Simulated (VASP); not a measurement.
**Si3N4: single point with PBE**

The system is Si3N4.

```
CELL_PARAMETERS angstrom
7.59500 0.00000 0.00000
-3.79750 6.57746 0.00000
0.00000 0.00000 2.98937
ATOMIC_POSITIONS crystal
Si 0.76930 0.17413 0.32563
Si 0.59517 0.76930 0.82563
Si 0.82587 0.59517 0.32563
Si 0.23070 0.82587 0.82563
Si 0.40483 0.23070 0.32563
Si 0.17413 0.40483 0.82563
N 0.03273 0.32989 0.32563
N 0.70284 0.03273 0.82563
N 0.67011 0.70284 0.32563
N 0.96727 0.67011 0.82563
N 0.29716 0.96727 0.32563
N 0.32989 0.29716 0.82563
N 0.33333 0.66667 0.82563
N 0.66667 0.33333 0.32563
```

This cell differs from its parent crystal: z stretched by +3 %, then relaxed in part.

```json
{
  "Program": "VASP 6.6.1",
  "Task": "single point",
  "Functional": "PBE",
  "Potentials or basis": "VASP PAW PBE potentials, release 64 (Si, N)",
  "Cutoff": "520 eV",
  "k mesh": "4 × 4 × 10",
  "Occupations": "fermi-dirac, width 0.02 eV",
  "Spin": "no spin polarisation"
}
```

```json
{"Pressure": "-1.3 GPa", "Largest force": "0.005 eV/Å", "Band gap on the k mesh": "3.74 eV (least direct gap 4.12 eV)"}
```

Forces in eV/Å, atoms in the order of the input:
```
Si  -0.002  0.005  0.000
Si  -0.005  0.001  0.000
Si  -0.004 -0.004  0.000
Si   0.002 -0.005  0.000
Si   0.005 -0.001  0.000
Si   0.004  0.004  0.000
N    0.000 -0.003  0.000
N    0.002 -0.001  0.000
N    0.002  0.001  0.000
N    0.000  0.003  0.000
N   -0.002  0.001  0.000
N   -0.002 -0.001  0.000
N    0.000  0.000  0.000
N    0.000  0.000  0.000
```

Stress tensor (GPa, compression positive):
```
 2.62  0.00  0.00
 0.00  2.62  0.00
 0.00  0.00 -9.16
```

Levels at points of the mesh, in eV from the valence-band top:
| k point | band 28 | band 29 | band 30 | band 31 | band 32 | band 33 | band 34 | band 35 | band 36 | band 37 |
| --- | --- | --- | --- | --- | --- | --- | --- | --- | --- | --- |
| (0.00, 0.00, 0.00) | -1.24 | -1.24 | -0.65 | -0.38 | -0.38 | 3.74 | 4.35 | 4.38 | 4.38 | 4.81 |
| (0.50, 0.00, 0.00) | -1.62 | -1.32 | -0.73 | -0.51 | -0.43 | 4.17 | 4.18 | 4.29 | 4.81 | 5.34 |
| (0.00, 0.00, 0.50) | -1.62 | -1.62 | -1.62 | -1.28 | -1.28 | 4.78 | 4.78 | 4.78 | 4.78 | 7.15 |
| (0.50, 0.00, 0.50) | -1.87 | -1.49 | -1.49 | -1.01 | -1.01 | 4.88 | 4.88 | 5.78 | 5.78 | 6.33 |

Run time: 2.6 min on 1 thread of Intel(R) Xeon(R) Platinum 8259CL CPU @ 2.50GHz (Skylake/Cascade Lake), on a shared host, peak memory 0.31 GiB.

Caveat: the cell differs from its parent crystal (z stretched by +3 %, then relaxed in part). A k mesh can miss the band edges.
